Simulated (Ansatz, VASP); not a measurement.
## One calculation of TiB2, two programs

The input INCAR:

```
SYSTEM = TiB2
ALGO = Normal ; EDIFF = 1E-6
ENCUT = 520 ; GGA = PS
ISIF = 2 ; ISMEAR = -1
LASPH = .TRUE. ; LCHARG = .FALSE.
LREAL = .FALSE. ; LWAVE = .FALSE.
NBANDS = 16 ; NELM = 80
PREC = Accurate ; SIGMA = 0.03
```

The input KPOINTS:

```
k-points
0
G
  14 14 11
  0 0 0
```

Contents of POSCAR:

```
TiB2
1.0
    3.0291982016      0.0302919820      0.0302919820
   -1.4883654748      2.6082166047      0.0110876350
    0.0322840000      0.0322840000      3.2284000000
Ti B
1 2
Direct
    0.0000000000      0.0000000000      0.0000000000
    0.3333333333      0.6666666667      0.5000000000
    0.6666666667      0.3333333333      0.5000000000
```

Input for Ansatz:

```yaml
crystal:
  lattice:
    - [3.0291982016, 0.030291982, 0.030291982]
    - [-1.4883654748, 2.6082166047, 0.011087635]
    - [0.032284, 0.032284, 3.2284]
  atoms:
    - { symbol: Ti, position: [0.0, 0.0, 0.0] }
    - { symbol: B, position: [0.3333333333, 0.6666666667, 0.5] }
    - { symbol: B, position: [0.6666666667, 0.3333333333, 0.5] }
kpoints:
  mp_grid: { grid: [14, 14, 11] }
  band_path:
    path:
      - [0.0, 0.0, 0.0]
      - [0.0, -0.5, 0.0]
      - [0.0, 0.0, 0.5]
      - [0.0, 0.0, 0.0]
      - [-0.5, 0.0, 0.0]
      - [-0.5, 0.5, -0.5]
      - [0.0, 0.0, 0.0]
      - [-0.5, 0.0, -0.5]
      - [-0.5, 0.5, 0.0]
    npoints: 5
scf:
  occupations: { method: fermi_dirac, width: 0.03 }
hamiltonian:
  xc: pbesol
  pseudopotentials: { kind: all_electron, lapw: { basis_error: 0.001 } }
output:
  forces: true
  stress: true
  eigenvalues: true
```

Change from the starting cell: equal xy, yz and zx shear strains of +2 %.

Alike in both runs: task single point; functional PBEsol; k mesh 14 × 14 × 11; occupations fermi-dirac, width 0.03 eV; no spin polarisation.

|  | VASP | Ansatz |
| --- | --- | --- |
| version | VASP 6.6.1 | Ansatz 0.2.0 |
| potentials or method | VASP PAW PBE potentials, release 64 (Ti_sv, B), cutoff 520 eV | all-electron LAPW, scalar-relativistic |

Ansatz gave:

```
pressure (GPa)                                                : -4.8
traceless stress, the component that is largest in VASP (GPa) : -5.76
rms of the force components (eV/Å)                            : 0.032
```

Problem. Estimate VASP's values.

Solution. Pressure (GPa): -4.4; traceless stress, the component that is largest in VASP (GPa): -5.76; rms of the force components (eV/Å): 0.033.

VASP's potentials were made for PBE, not for PBEsol. Atom by atom the forces differ by 0.001 eV/Å (rms over components). Ansatz ran all-electron here, and VASP with PAW potentials.
